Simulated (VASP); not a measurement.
# TiAl6Ni5 (P4/mmm) in VASP: notebook

TiAl6Ni5 is run at these levels: PBE; tasks: single point.

Everything below comes from runs of VASP 6.6.1. Logs are shortened: lines on timing, memory, paths and dates and some standing lists are left out, and cuts for length are marked.

## 1. The cell of the first run

Symmetry: P4/mmm, No. 123, tetragonal system. The conventional cell has a = 4.081 Å, b = 4.081 Å, c = 9.252 Å, α = 90.00°, β = 90.00°, γ = 90.00°. Within 3.5 Å of Ti (site symmetry 4/mmm) lie 8 Al at 2.67 Å and 6 Ni at 2.89 to 3.14 Å. Al (site symmetry mmm) has 8 Ni at 2.48 to 2.52 Å and 6 Al at 2.89 to 2.90 Å within 3.3 Å. Al (site symmetry 2mm) has 6 Ni at 2.48 to 2.67 Å and 2 Ti at 2.67 Å and 5 Al at 2.89 to 2.90 Å within 3.3 Å. Within 3.3 Å of Ni (site symmetry 4mm) lie 8 Al at 2.48 to 2.52 Å and 5 Ni at 2.89 to 2.97 Å and 1 Ti at 3.14 Å. Ni (site symmetry 4mm) has 8 Al at 2.48 to 2.52 Å and 6 Ni at 2.83 to 3.21 Å within 3.3 Å. Ni (site symmetry 4/mmm) has 8 Al at 2.67 Å and 4 Ti at 2.89 Å and 2 Ni at 3.21 Å within 3.5 Å.

## 2. Single point, PBE

INCAR reads:

```
ALGO = Fast
EDIFF = 1E-6
ENCUT = 520
GGA = PE
ISIF = 2
ISMEAR = 0
LASPH = True
LCHARG = False
LREAL = False
LWAVE = False
NBANDS = 52
NELM = 60
PREC = Accurate
SIGMA = 0.2
```

KPOINTS reads:

```
k-points
0
Gamma
  6 6 4
```

POSCAR reads:

```
TiAl6Ni5
1.0
    4.0812156720      0.0000000000      0.0000000000
    0.0000000000      4.0812156720      0.0000000000
    0.0000000000      0.0000000000      9.2516500670
Ti Al Ni
1 6 5
Direct
    0.5000000000      0.5000000000      0.5000000000
    0.0000000000      0.5000000000      0.0000000000
    0.5000000000      0.0000000000      0.0000000000
    0.0000000000      0.5000000000      0.3137106645
    0.5000000000      0.0000000000      0.3137106645
    0.0000000000      0.5000000000      0.6862893355
    0.5000000000      0.0000000000      0.6862893355
    0.5000000000      0.5000000000      0.1605723883
    0.0000000000      0.0000000000      0.1530284283
    0.0000000000      0.0000000000      0.5000000000
    0.5000000000      0.5000000000      0.8394276117
    0.0000000000      0.0000000000      0.8469715717
```

Potentials or basis: VASP PAW PBE potentials, release 64 (Ti_sv, Al, Ni).

Run with:

```sh
$ cat potpaw_PBE.64/Ti_sv/POTCAR potpaw_PBE.64/Al/POTCAR potpaw_PBE.64/Ni/POTCAR > POTCAR
$ mpirun -np 1 vasp_std > vasp.out
```

OUTCAR:

```text
EDIFF = 1E-6
   ENCUT = 520
   GGA = PE
   ISIF = 2
   ISMEAR = 0
   LASPH = True
   LREAL = False
   NELM = 60
   PREC = Accurate

 ion  position               nearest neighbor table
   1  0.500  0.500  0.500-   4 2.67   5 2.67   6 2.67   7 2.67   5 2.67   7 2.67   4 2.67   6 2.67
                            10 2.89  10 2.89  10 2.89  10 2.89
   2  0.000  0.500  0.000-   9 2.48  12 2.48   9 2.48  12 2.48  11 2.52   8 2.52   8 2.52  11 2.52
                             3 2.89   3 2.89   3 2.89   3 2.89   6 2.90   4 2.90
   3  0.500  0.000  0.000-   9 2.48  12 2.48   9 2.48  12 2.48   8 2.52  11 2.52  11 2.52   8 2.52
                             2 2.89   2 2.89   2 2.89   2 2.89   7 2.90   5 2.90
   4  0.000  0.500  0.314-   8 2.48   8 2.48   9 2.52   9 2.52   1 2.67  10 2.67   1 2.67  10 2.67
                             5 2.89   5 2.89   5 2.89   5 2.89   2 2.90
   5  0.500  0.000  0.314-   8 2.48   8 2.48   9 2.52   9 2.52   1 2.67   1 2.67  10 2.67  10 2.67
                             4 2.89   4 2.89   4 2.89   4 2.89   3 2.90
   6  0.000  0.500  0.686-  11 2.48  11 2.48  12 2.52  12 2.52  10 2.67   1 2.67   1 2.67  10 2.67
                             7 2.89   7 2.89   7 2.89   7 2.89   2 2.90
   7  0.500  0.000  0.686-  11 2.48  11 2.48  12 2.52  12 2.52   1 2.67   1 2.67  10 2.67  10 2.67
                             6 2.89   6 2.89   6 2.89   6 2.89   3 2.90
   8  0.500  0.500  0.161-   4 2.48   5 2.48   5 2.48   4 2.48   3 2.52   2 2.52   2 2.52   3 2.52
                             9 2.89   9 2.89   9 2.89   9 2.89  11 2.97
   9  0.000  0.000  0.153-   2 2.48   3 2.48   2 2.48   3 2.48   4 2.52   4 2.52   5 2.52   5 2.52
                            12 2.83   8 2.89   8 2.89   8 2.89   8 2.89
  10  0.000  0.000  0.500-   4 2.67   5 2.67   6 2.67   7 2.67   4 2.67   6 2.67   5 2.67   7 2.67
                             1 2.89   1 2.89   1 2.89   1 2.89
  11  0.500  0.500  0.839-   6 2.48   7 2.48   7 2.48   6 2.48   3 2.52   2 2.52   2 2.52   3 2.52
                            12 2.89  12 2.89  12 2.89  12 2.89   8 2.97
  12  0.000  0.000  0.847-   2 2.48   3 2.48   2 2.48   3 2.48   6 2.52   6 2.52   7 2.52   7 2.52
                             9 2.83  11 2.89  11 2.89  11 2.89  11 2.89

  LATTYP: Found a simple tetragonal cell.
 ALAT       =     4.0812156720
 C/A-ratio  =     2.2668858523

  Lattice vectors:

 A1 = (   4.0812156720,   0.0000000000,   0.0000000000)
 A2 = (   0.0000000000,   4.0812156720,   0.0000000000)
 A3 = (   0.0000000000,   0.0000000000,   9.2516500670)

Analysis of symmetry for initial positions (statically):
=====================================================================
 Subroutine PRICEL returns:
 Original cell was already a primitive cell.

 Routine SETGRP: Setting up the symmetry group for a
 simple tetragonal supercell.

 Subroutine GETGRP returns: Found 16 space group operations
 (whereof 16 operations were pure point group operations)
 out of a pool of 16 trial point group operations.

The static configuration has the point symmetry D_4h.

Analysis of symmetry for dynamics (positions and initial velocities):
=====================================================================
 Subroutine PRICEL returns:
 Original cell was already a primitive cell.

 Routine SETGRP: Setting up the symmetry group for a
 simple tetragonal supercell.

 Subroutine GETGRP returns: Found 16 space group operations
 (whereof 16 operations were pure point group operations)
 out of a pool of 16 trial point group operations.

The dynamic configuration has the point symmetry D_4h.

 Subroutine INISYM returns: Found 16 space group operations
 (whereof 16 operations are pure point group operations),
 and found     1 'primitive' translations

----------------------------------------------------------------------------------------

                                     Primitive cell

  volume of cell :     154.0985

  direct lattice vectors                    reciprocal lattice vectors
     4.081215672  0.000000000  0.000000000     0.245025032  0.000000000  0.000000000
     0.000000000  4.081215672  0.000000000     0.000000000  0.245025032  0.000000000
     0.000000000  0.000000000  9.251650067     0.000000000  0.000000000  0.108088827

  length of vectors
     4.081215672  4.081215672  9.251650067     0.245025032  0.245025032  0.108088827

  position of ions in fractional coordinates (direct lattice)
     0.500000000  0.500000000  0.500000000
     0.000000000  0.500000000  0.000000000
     0.500000000  0.000000000  0.000000000
     0.000000000  0.500000000  0.313710665
     0.500000000  0.000000000  0.313710665
     0.000000000  0.500000000  0.686289335
     0.500000000  0.000000000  0.686289335
     0.500000000  0.500000000  0.160572388
     0.000000000  0.000000000  0.153028428
     0.000000000  0.000000000  0.500000000
     0.500000000  0.500000000  0.839427612
     0.000000000  0.000000000  0.846971572

  ion indices of the primitive-cell ions
   primitive index   ion index
                 1           1
                 2           2
                 3           3
                 4           4
                 5           5
                 6           6
                 7           7
                 8           8
                 9           9
                10          10
                11          11
                12          12

----------------------------------------------------------------------------------------

 KPOINTS: k-points

Automatic generation of k-mesh.
 Grid dimensions read from file:
 generate k-points for:    6    6    4

 Generating k-lattice:

  Cartesian coordinates                     Fractional coordinates (reciprocal lattice)
     0.040837505  0.000000000  0.000000000     0.166666667  0.000000000  0.000000000
     0.000000000  0.040837505  0.000000000     0.000000000  0.166666667  0.000000000
     0.000000000  0.000000000  0.027022207     0.000000000  0.000000000  0.250000000

  Length of vectors
     0.040837505  0.040837505  0.027022207

  Shift w.r.t. Gamma in fractional coordinates (k-lattice)
     0.000000000  0.000000000  0.000000000

 Subroutine IBZKPT returns following result:
 ===========================================

 Found     30 irreducible k-points:

 Following reciprocal coordinates:
            Coordinates               Weight
  0.000000  0.000000  0.000000      1.000000
  0.166667  0.000000  0.000000      4.000000
  0.333333  0.000000  0.000000      4.000000
  0.500000  0.000000  0.000000      2.000000
  0.166667  0.166667  0.000000      4.000000
  0.333333  0.166667  0.000000      8.000000
[... 16 lines left out ...]
  0.333333  0.000000  0.500000      4.000000
  0.500000  0.000000  0.500000      2.000000
 [... further k-points ...]
   k-points           NKPTS =     30   k-points in BZ     NKDIM =     30   number of bands    NBANDS=     52
   number of dos      NEDOS =    301   number of ions     NIONS =     12
   total plane-waves  NPLWV =  63000
   dimension x,y,z NGX =    30 NGY =   30 NGZ =   70
   dimension x,y,z NGXF=    60 NGYF=   60 NGZF=  140
   ions per type =               1   6   5
   NGX,Y,Z   is equivalent  to a cutoff of  12.22, 12.22, 12.58 a.u.
   NGXF,Y,Z  is equivalent  to a cutoff of  24.44, 24.44, 25.16 a.u.
 SYSTEM =  unknown system
   PREC   = accura    normal or accurate (medium, high low for compatibility)
   ISTART =      0    job   : 0-new  1-cont  2-samecut
   ICHARG =      2    charge: 1-file 2-atom 10-const
   ISPIN  =      1    spin polarized calculation?
   LNONCOLLINEAR =      F non collinear calculations
   LSORBIT =      F    spin-orbit coupling
   LASPH  =      T    aspherical Exc in radial PAW
   ENCUT  =  520.0 eV  38.22 Ry    6.18 a.u.   7.59  7.59 17.20*2*pi/ulx,y,z
   NELM   =     60;   NELMIN=  2; NELMDL= -5     # of ELM steps
   EDIFF  = 0.1E-05   stopping-criterion for ELM
   LREAL  =      F    real-space projection
[... 7 lines left out ...]
   TEBEG  =    0.0;   TEEND  =   0.0 temperature during run
   PSTRESS=    0.0 pullay stress
   NELECT =      80.0000    total number of electrons
   NUPDOWN=      -1.0000    fix difference up-down
   EMIN   =  10.00;   EMAX   =-10.00  energy-range for DOS
   EFERMI =   0.00;   METHOD = LEGACY
   ISMEAR =     0;   SIGMA  =   0.20  broadening in eV -4-tet -1-fermi 0-gaus
   EFERMI_NEDOS =   21; number of points for ismear=-14 and -15
   IALGO  =     68    algorithm
   IMIX   =      4    mixing-type and parameters
     AMIX     =   0.40;   BMIX     =  1.00
     AMIX_MAG =   1.60;   BMIX_MAG =  1.00
  volume/ion in A,a.u.               =      12.84        86.66
  Fermi-wavevector in a.u.,A,eV,Ry     =   1.315746  2.486399 23.554237  1.731188
  Thomas-Fermi vector in A             =   2.445907
   LORBIT       =      0    0 simple, 1 ext, 2 COOP (PROOUT), +10 PAW based schemes
   GGA     = PE    functional components
   LHFCALC =     F    Hartree Fock is set to
   AEXX    =    0.0000 exact exchange contribution
   IVDW    =     0    specifies the selected vdW correction
   LEPSILON=     F    determine dielectric tensor
   LRPA    =     F    only Hartree local field effects (RPA)
 non-spin polarized calculation
 RMM-DIIS sequential band-by-band and
 Gauss-broadening in eV      SIGMA  =   0.20
  energy-cutoff  :      520.00
  volume of cell :      154.10
 maximum number of plane-waves:      4172
   NGX = 15   NGY = 15   NGZ = 35

 number of electron      80.0000084 magnetization

 Free energy of the ion-electron system (eV)
  ---------------------------------------------------
  ext. energy  EPLUGINS =         0.00000000
  ---------------------------------------------------
  free energy    TOTEN  =       -64.48874773 eV

  energy without entropy =      -64.36416613  energy(sigma->0) =      -64.42645693

 E-fermi :   9.5276     XC(G=0): -11.7723

 val. band max:        9.5251307132   @ k =   0.5000   0.3333   0.2500
 cond. band min:       9.5304948493   @ k =   0.1667   0.1667   0.2500
 fundamental gap:      0.0053641361
 Fermi energy:         9.5275519007

 k-point     1 :       0.0000    0.0000    0.0000
  band No.  band energies     occupation
      1     -47.0603      2.00000
      2     -23.3884      2.00000
      3     -23.3884      2.00000
      4     -23.3373      2.00000
      5      -1.2666      2.00000
      6       0.3875      2.00000
[... 1309 lines left out ...]
     51      13.7102      0.00000
     52      14.2645      0.00000

 [... further k-points ...]
[... 5 lines left out ...]
  --------------------------------------------------------------------------------------
  -------------------------------------------------------------------------------------
  Total        0.2009987      0.2009987      0.2053413      0.0000000     -0.0000000      0.0000000
  in kB        2.0898044      2.0898044      2.1349547      0.0000000     -0.0000000      0.0000000
  external PRESSURE =       2.1048545 kB  Pullay stress =       0.0000000 kB

 VOLUME and BASIS-vectors are now :
 -----------------------------------------------------------------------------
  energy-cutoff  :      520.00
  volume of cell :      154.10
      direct lattice vectors                 reciprocal lattice vectors
     4.081215672  0.000000000  0.000000000     0.245025032  0.000000000  0.000000000
     0.000000000  4.081215672  0.000000000     0.000000000  0.245025032  0.000000000
     0.000000000  0.000000000  9.251650067     0.000000000  0.000000000  0.108088827

 POSITION                                       TOTAL-FORCE (eV/Angst)
 -----------------------------------------------------------------------------------
      2.04061      2.04061      4.62583        -0.000000      0.000000      0.000000
      0.00000      2.04061      0.00000        -0.000000      0.000000      0.000000
      2.04061      0.00000      0.00000        -0.000000      0.000000      0.000000
      0.00000      2.04061      2.90234        -0.000000      0.000000      0.016345
      2.04061      0.00000      2.90234        -0.000000      0.000000      0.016345
      0.00000      2.04061      6.34931        -0.000000      0.000000     -0.016345
      2.04061      0.00000      6.34931        -0.000000      0.000000     -0.016345
      2.04061      2.04061      1.48556        -0.000000     -0.000000     -0.013183
      0.00000      0.00000      1.41577         0.000000      0.000000      0.000962
      0.00000      0.00000      4.62583        -0.000000      0.000000      0.000000
      2.04061      2.04061      7.76609         0.000000     -0.000000      0.013183
      0.00000      0.00000      7.83588        -0.000000     -0.000000     -0.000962
 -----------------------------------------------------------------------------------
    total drift:                                0.000000      0.000000      0.000000

  FREE ENERGIE OF THE ION-ELECTRON SYSTEM (eV)
  ---------------------------------------------------
  free  energy   TOTEN  =       -64.4887477346 eV

  energy  without entropy=      -64.3641661259  energy(sigma->0) =      -64.42645693
```

Wall time 12 min (1 thread of Intel Xeon 8259CL, shared host); peak memory 0.37 GiB.

Results:

```
Free energy            : -64.4887 eV
Pressure               : 0.2 GPa
Largest force          : 0.016 eV/Å
Band gap on the k mesh : zero (bands 40 and 41 overlap by 1.38 eV)
```

Forces on the atoms (eV/Å):
```
Ti   0.000  0.000  0.000
Al   0.000  0.000  0.000
Al   0.000  0.000  0.000
Al   0.000  0.000  0.016
Al   0.000  0.000  0.016
Al   0.000  0.000 -0.016
Al   0.000  0.000 -0.016
Ni   0.000  0.000 -0.013
Ni   0.000  0.000  0.001
Ni   0.000  0.000  0.000
Ni   0.000  0.000  0.013
Ni   0.000  0.000 -0.001
```

Levels at points of the mesh, in eV from the Fermi level:
| k point | band 35 | band 36 | band 37 | band 38 | band 39 | band 40 | band 41 | band 42 | band 43 | band 44 |
| --- | --- | --- | --- | --- | --- | --- | --- | --- | --- | --- |
| (0.00, 0.00, 0.00) | -1.02 | -0.50 | -0.42 | -0.42 | 0.07 | 0.74 | 1.20 | 1.20 | 1.29 | 1.29 |
| (0.50, 0.00, 0.00) | -1.66 | -1.29 | -0.77 | -0.68 | -0.27 | 0.49 | 0.65 | 1.07 | 1.20 | 1.61 |
| (0.50, 0.50, 0.00) | -1.65 | -1.63 | -1.63 | -0.83 | -0.82 | -0.80 | -0.65 | -0.08 | -0.08 | 0.92 |
| (0.00, 0.00, 0.50) | -1.00 | -0.68 | -0.68 | -0.02 | 0.08 | 0.47 | 0.47 | 1.04 | 1.54 | 1.76 |
| (0.50, 0.00, 0.50) | -1.67 | -1.13 | -0.80 | -0.59 | -0.38 | 0.25 | 0.29 | 1.19 | 1.42 | 1.98 |
| (0.50, 0.50, 0.50) | -1.65 | -1.62 | -1.62 | -1.03 | -0.88 | -0.76 | -0.64 | -0.15 | -0.15 | 0.25 |

Spin polarisation is off, so any magnetic state and its effect on volume and gap are missing.

(Part 1 of 2 ends here.)

The gap in the log of VASP goes by the Fermi energy; the results here count the filled bands.